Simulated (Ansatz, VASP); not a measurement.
## One calculation of CdS, two programs

```
Cd S
1.0
     3.89844    0.00000    0.00000
     0.00000    5.51149    0.00000
     0.00000    0.00000    3.89810
Cd S
2 2
Direct
  0.50000 0.50000 0.74303
  0.00000 0.00000 0.25697
  0.50000 0.00000 0.75516
  0.00000 0.50000 0.24484
```

Alike in both runs: task relaxation of cell and atoms; functional PBE; k mesh 10 × 8 × 10; occupations gaussian, width 0.01 eV; no spin polarisation.

```csv
,VASP,Ansatz
version,VASP 6.6.1,Ansatz 0.2.0
potentials or method,"VASP PAW PBE potentials, release 64 (Cd, S), cutoff 600 eV","scalar-relativistic, plane waves, PAW"
valence electrons in the cell,36,52
```

VASP gave:

```
gap on the k mesh at the Fermi level, each at its own relaxed structure (eV)  : 0.25
relaxed volume (Å³/atom)                                                      : 20.84
relaxed length of the cell vector where the two differ most in proportion (Å) : 3.893
```

Estimate Ansatz's values.

gap on the k mesh at the Fermi level, each at its own relaxed structure (eV): 0.26; relaxed volume (Å³/atom): 20.74; relaxed length of the cell vector where the two differ most in proportion (Å): 3.885.

VASP's potentials hold 36 valence electrons a cell and Ansatz's 52, so a difference there can come from the potentials and not from the codes.
